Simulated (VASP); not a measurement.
Wanted: the native input for a VASP 6.6.1 run.

```yaml
Task: single point
Functional: LDA
Potentials_or_basis: VASP PAW LDA potentials, release 64 (Y_sv, Ni, B, C)
Cutoff: 520 eV
k_mesh: 14 × 14 × 14
Occupations: gaussian, width 0.1 eV
Spin: no spin polarisation
Dipole_correction: no
Further_INCAR_settings: ALGO = Normal; EDIFF = 1e-07; NBANDS = 30
```

The structure of YNi2B2C lies in POSCAR:

```
YNi2B2C
1.0
   -1.7383546924      1.7383546924      5.0990203298
    1.7383546924     -1.7383546924      5.0990203298
    1.7383546924      1.7383546924     -5.0990203298
Y Ni B C
1 2 2 1
Direct
    0.5000000000      0.5000000000      0.0000000000
    0.7500000000      0.2500000000      0.5000000000
    0.2500000000      0.7500000000      0.5000000000
    0.1453098618      0.1453098618      0.0000000000
    0.8546901382      0.8546901382      0.0000000000
    0.0000000000      0.0000000000      0.0000000000
```

These files were run (other wordings do the same):

INCAR

```
SYSTEM = YNi2B2C
PREC = Accurate
ENCUT = 520
EDIFF = 1E-7
ISMEAR = 0
SIGMA = 0.1
LREAL = .False.
LASPH = .True.
NELM = 100
ALGO = Normal
ISIF = 2
LWAVE = .False.
LCHARG = .False.
NBANDS = 30
```

KPOINTS

```
Automatic mesh
0
Gamma
  14 14 14
  0 0 0
```

Potentials or basis: VASP PAW LDA potentials, release 64 (Y_sv, Ni, B, C).

Command:

```bash
$ cat potpaw_LDA.64/Y_sv/POTCAR potpaw_LDA.64/Ni/POTCAR potpaw_LDA.64/B/POTCAR potpaw_LDA.64/C/POTCAR > POTCAR
$ mpirun -np 1 vasp_std > vasp.out
```

It gave:

```yaml
Pressure: 0.3 GPa
Band_gap_on_the_k_mesh: zero (an odd number of electrons rules out a gap without spin polarisation)
```

It took 17 min on 1 thread of Intel(R) Xeon(R) Platinum 8259CL CPU @ 2.50GHz (Skylake/Cascade Lake) (shared host), peak memory 0.61 GiB.
